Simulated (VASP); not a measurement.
# HfN (Fm-3m) in VASP: further runs, part 2 of 2

VASP 6.6.1. Earlier steps stand in the parts before.

## (4) Relaxation of cell and atoms, PBEsol, target pressure 30 GPa, at which the enthalpy is minimised

INCAR reads:

```
  PREC = Accurate
  ENCUT = 600
  EDIFF = 1E-6
  ISMEAR = 1
  SIGMA = 0.1
  LREAL = False
  LASPH = True
  NELM = 100
  ALGO = Normal
  ISIF = 3
  LWAVE = False
  LCHARG = False
  GGA = PS
  IBRION = 2
  NSW = 60
  EDIFFG = -0.02
  PSTRESS = 300.0
```

KPOINTS reads:

```
regular mesh
0
Gamma
  9 9 9
```

POSCAR reads:

```
HfN
1.0
    0.0000000000      2.2560000000      2.2560000000
    2.2560000000      0.0000000000      2.2560000000
    2.2560000000      2.2560000000      0.0000000000
Hf N
1 1
Direct
    0.0000000000      0.0000000000      0.0000000000
    0.5000000000      0.5000000000      0.5000000000
```

Potentials or basis: VASP PAW PBE potentials, release 64 (Hf_pv, N).

On the command line:

```console
> cat potpaw_PBE.64/Hf_pv/POTCAR potpaw_PBE.64/N/POTCAR > POTCAR
> mpirun -np 1 vasp_std > vasp.out
```

OUTCAR:

```text
PREC = Accurate
   ENCUT = 600
   EDIFF = 1E-6
   ISMEAR = 1
   LREAL = False
   LASPH = True
   NELM = 100
   ISIF = 3
   GGA = PS
   IBRION = 2
   NSW = 60
   EDIFFG = -0.02
   PSTRESS = 300.0

 ion  position               nearest neighbor table
   1  0.000  0.000  0.000-   2 2.26   2 2.26   2 2.26   2 2.26   2 2.26   2 2.26
   2  0.500  0.500  0.500-   1 2.26   1 2.26   1 2.26   1 2.26   1 2.26   1 2.26

  LATTYP: Found a face centered cubic cell.
 ALAT       =     4.5120000000

  Lattice vectors:

 A1 = (   0.0000000000,   2.2560000000,   2.2560000000)
 A2 = (   2.2560000000,   0.0000000000,   2.2560000000)
 A3 = (   2.2560000000,   2.2560000000,   0.0000000000)

Analysis of symmetry for initial positions (statically):
=====================================================================
 Subroutine PRICEL returns:
 Original cell was already a primitive cell.

 Routine SETGRP: Setting up the symmetry group for a
 face centered cubic supercell.

 Subroutine GETGRP returns: Found 48 space group operations
 (whereof 48 operations were pure point group operations)
 out of a pool of 48 trial point group operations.

The static configuration has the point symmetry O_h .

[... 167 lines left out ...]
  Direction    XX          YY          ZZ          XY          YZ          ZX
  --------------------------------------------------------------------------------------
  -------------------------------------------------------------------------------------
  Total       -0.6046531     -0.6046531     -0.6046531      0.0000000      0.0000000      0.0000000
  in kB      -42.1861233    -42.1861233    -42.1861233      0.0000000      0.0000000      0.0000000
  external PRESSURE =    -342.1861233 kB  Pullay stress =     300.0000000 kB
[... 25 lines left out ...]
--------------------------------------- Ionic step        2  -------------------------------------------

 number of electron      15.0000000 magnetization

 E-fermi :  11.8290     XC(G=0): -15.0051

 val. band max:       11.8007035639   @ k =   0.1111   0.0000   0.0000
 cond. band min:      11.8441234668   @ k =   0.4444   0.2222   0.1111
 fundamental gap:      0.0434199030
 Fermi energy:        11.8290403414

 k-point     1 :       0.0000    0.0000    0.0000
  band No.  band energies     occupation
      1     -17.5388      2.00000
      2     -17.5388      2.00000
      3     -17.5388      2.00000
      4      -7.5455      2.00000
      5       8.7052      2.00000
      6       8.7052      2.00000
      7       8.7052      2.00000
      8      11.1700      2.00000
      9      11.1700      2.00000
     10      11.1700      2.00000
     11      14.8859      0.00000
[... 435 lines left out ...]
--------------------------------------- Ionic step        5  -------------------------------------------

 number of electron      15.0000000 magnetization

 Free energy of the ion-electron system (eV)
  ---------------------------------------------------
  ext. energy  EPLUGINS =         0.00000000
  ---------------------------------------------------
  free energy    TOTEN  =       -22.84151017 eV

  energy without entropy =      -22.83976492  energy(sigma->0) =      -22.84092842

 E-fermi :   9.1152     XC(G=0): -13.4482

 val. band max:        9.1081554466   @ k =   0.4444   0.2222   0.1111
 cond. band min:       9.1579800866   @ k =   0.1111   0.0000   0.0000
 fundamental gap:      0.0498246400
 Fermi energy:         9.1151693814

 k-point     1 :       0.0000    0.0000    0.0000
  band No.  band energies     occupation
      1     -21.4963      2.00000
      2     -21.4963      2.00000
      3     -21.4963      2.00000
      4      -8.9015      2.00000
      5       6.0594      2.00000
      6       6.0594      2.00000
      7       6.0594      2.00000
      8       8.7050      2.00000
      9       8.7050      2.00000
     10       8.7050      2.00000
     11      11.3492      0.00000
[... 355 lines left out ...]
  energy  without entropy=      -22.8397649184  energy(sigma->0) =      -22.84092842

  enthalpy is  TOTEN    =       -18.9517010120 eV   P V=        3.8898091610

 reached required accuracy - stopping structural energy minimisation
```

OSZICAR:

```text
N       E                     dE             d eps       ncg     rms          rms(c)
DAV:   1     0.410982381326E+02    0.41098E+02   -0.88337E+03   770   0.143E+03
DAV:   2    -0.232686951277E+02   -0.64367E+02   -0.61144E+02  1008   0.274E+02
DAV:   3    -0.257051104640E+02   -0.24364E+01   -0.24198E+01   987   0.465E+01
DAV:   4    -0.257307513522E+02   -0.25641E-01   -0.25493E-01   942   0.467E+00
[... 40 lines left out ...]
DAV:   1    -0.228419638897E+02    0.11245E-01   -0.12969E-02   773   0.120E+00    0.457E-01
DAV:   2    -0.228416181100E+02    0.34578E-03   -0.54039E-04   794   0.239E-01    0.221E-01
DAV:   3    -0.228415106023E+02    0.10751E-03   -0.24751E-04   839   0.161E-01    0.119E-01
DAV:   4    -0.228415095549E+02    0.10474E-05   -0.95856E-06   961   0.339E-02    0.745E-02
DAV:   5    -0.228415101730E+02   -0.61810E-06   -0.12449E-06   536   0.105E-02
   5 F= -.18951701E+02 E0= -.18951119E+02  d E =-.254026E+00
```

CONTCAR:

```text
HfN
   1.00000000000000
     0.0000000000000000    2.1818716981742741    2.1818716981742741
     2.1818716981742741   -0.0000000000000000    2.1818716981742741
     2.1818716981742741    2.1818716981742741    0.0000000000000000
  Hf              N
     1     1
Direct
     0.0000000000000000    0.0000000000000000    0.0000000000000000
     0.5000000000000000    0.5000000000000000    0.5000000000000000

  0.00000000E+00  0.00000000E+00  0.00000000E+00
  0.00000000E+00  0.00000000E+00  0.00000000E+00
```

It took 64 s on 1 thread of AMD EPYC 7R43 (Zen 3), shared host; peak memory 0.14 GiB.

What came out:

| Quantity | Value |
| --- | --- |
| Free energy | -22.8415 eV |
| Relaxed volume | 10.39 Å³/atom |
| Relaxed cell | a = 3.086 Å, b = 3.086 Å, c = 3.086 Å, α = 60.00°, β = 60.00°, γ = 60.00° |
| Space group after relaxing (to 0.05 Å) | Fm-3m (No. 225) |
| Energy change on relaxing (the enthalpy is what falls) | +78.0 meV/atom |
| Ionic steps | 5 |
| Pressure after relaxing | 30.0 GPa |

The path:
```tsv
step	energy change (eV)	largest force (eV/Å)	pressure (GPa)	volume (Å³)
1	0.0000	0.0000	-4.22	22.96
2	3.6080	0.0000	231.46	15.74
3	0.1165	0.0000	25.57	21.00
4	0.1444	0.0000	28.74	20.84
5	0.1561	0.0000	30.02	20.77
```

Final structure:
```xyz
2
Lattice="0.0000 2.1819 2.1819 2.1819 0.0000 2.1819 2.1819 2.1819 0.0000" Properties=species:S:1:pos:R:3 pbc="T T T"
Hf    0.0000    0.0000    0.0000
N     2.1819    2.1819    2.1819
```

Levels at points of the mesh, in eV from the Fermi level:
```tsv
k point	band 4	band 5	band 6	band 7	band 8	band 9	band 10	band 11
(0.00, 0.00, 0.00)	-18.02	-3.06	-3.06	-3.06	-0.41	-0.41	-0.41	2.23
```

Caveat: the cell is relaxed towards a set pressure, so the enthalpy falls and the energy may rise; the PAW data sets were made with another functional, which shifts forces and pressure a little; spin-orbit coupling is left out, which moves the levels of the heavy elements.

## (5) Summary

| cell | gap on the mesh (eV) | pressure (GPa) |
| --- | --- | --- |
| relaxed to 10 GPa | none | 9.9 |
| relaxed to 20 GPa | none | 20.2 |
| relaxed to 30 GPa | none | 30.0 |

Alike in all rows: task relaxation of cell and atoms; level PBEsol; potentials or basis VASP PAW PBE potentials, release 64 (Hf_pv, N); no spin polarisation; k mesh 9 × 9 × 9; cutoff (eV) 600; smearing methfessel-paxton 0.1 eV.

Caveats: the cell is relaxed towards a set pressure, so the enthalpy falls and the energy may rise; the PAW data sets were made with another functional, which shifts forces and pressure a little; spin-orbit coupling is left out, which moves the levels of the heavy elements.

Absolute energies hang on the potentials; compare differences alone.
